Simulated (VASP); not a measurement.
Write the native input for VASP 6.6.1 that does the following.

| Property | Result |
| --- | --- |
| Task | single point |
| Functional | PBE |
| Potentials or basis | VASP PAW PBE potentials, release 64 (Cd, Se, S) |
| Cutoff | 520 eV |
| k mesh | 6 × 6 × 2 |
| Occupations | gaussian, width 0.02 eV |
| Spin | no spin polarisation |
| Dipole correction | no |
| Further INCAR settings | ALGO = Normal; EDIFF = 1e-06; NBANDS = 46 |

The structure of Cd4SeS3 lies in POSCAR:

```
Cd4SeS3
1.0
    4.2414691811      0.0000000000      0.0000000000
   -2.1207345905      3.6732200602      0.0000000000
    0.0000000000      0.0000000000     13.8270023044
Cd Se S
4 1 3
Direct
    0.3333333333      0.6666666667      0.0047745779
    0.3333333333      0.6666666667      0.4942736326
    0.6666666667      0.3333333333      0.2495362157
    0.6666666667      0.3333333333      0.7604341734
    0.3333333333      0.6666666667      0.6885045703
    0.3333333333      0.6666666667      0.1908310017
    0.6666666667      0.3333333333      0.4356191517
    0.6666666667      0.3333333333      0.9460266769
```

One way to write it, as run:

INCAR

```
PREC = Accurate ; ENCUT = 520
EDIFF = 1E-6 ; ISMEAR = 0
SIGMA = 0.02 ; LREAL = False
LASPH = True ; NELM = 80
ALGO = Normal ; ISIF = 2
LWAVE = False ; LCHARG = False
GGA = PE ; NBANDS = 46
```

KPOINTS

```
Automatic mesh
0
Gamma
  6 6 2
```

Potentials or basis: VASP PAW PBE potentials, release 64 (Cd, Se, S).

Run with:

```bash
$ cat potpaw_PBE.64/Cd/POTCAR potpaw_PBE.64/Se/POTCAR potpaw_PBE.64/S/POTCAR > POTCAR
$ mpirun -np 1 vasp_std > vasp.out
```

It gave:

```yaml
Pressure: 0.3 GPa
Largest_force: 0.014 eV/Å
Band_gap_on_the_k_mesh: 0.74 eV
```

Run time: 110 s on 1 thread of Intel(R) Xeon(R) Platinum 8488C (Sapphire Rapids), on a shared host, peak memory 0.39 GiB.
